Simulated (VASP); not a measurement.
Input of a VASP 6.6.1 run:

The input INCAR:

```
PREC = Accurate
ENCUT = 520
EDIFF = 1E-6
ISMEAR = 0
SIGMA = 0.1
LREAL = F
LASPH = T
NELM = 80
ALGO = Normal
ISIF = 2
LWAVE = F
LCHARG = F
GGA = PE
NBANDS = 26
```

The input KPOINTS:

```
regular mesh
0
Gamma
  10 10 8
```

Contents of POSCAR:

```
InSb
1.0
    3.0633140000     -3.0813730000      0.0000000000
    3.0633140000      3.0813730000      0.0000000000
    0.0000000000      0.0000000000      6.1268940000
In Sb
2 2
Direct
    0.2794110000      0.7205890000      0.2500000000
    0.7205890000      0.2794110000      0.7500000000
    0.7772050000      0.2227950000      0.2500000000
    0.2227950000      0.7772050000      0.7500000000
```

Potentials or basis: VASP PAW PBE potentials, release 64 (In_d, Sb).

Launch:

```bash
$ cat potpaw_PBE.64/In_d/POTCAR potpaw_PBE.64/Sb/POTCAR > POTCAR
$ mpirun -np 1 vasp_std > vasp.out
```

**Question.** What does it give for the band gap on the k mesh?

**Answer.** Zero (bands 18 and 19 overlap by 2.65 eV).

**Question.** Predict the largest force.

**Answer.** 0.009 eV/Å.

Stress tensor (GPa, compression positive):
```
 0.18  0.00  0.00
 0.00  0.18  0.00
 0.00  0.00 -0.17
```

Caveat: spin-orbit coupling is left out, which moves the levels of the heavy elements.
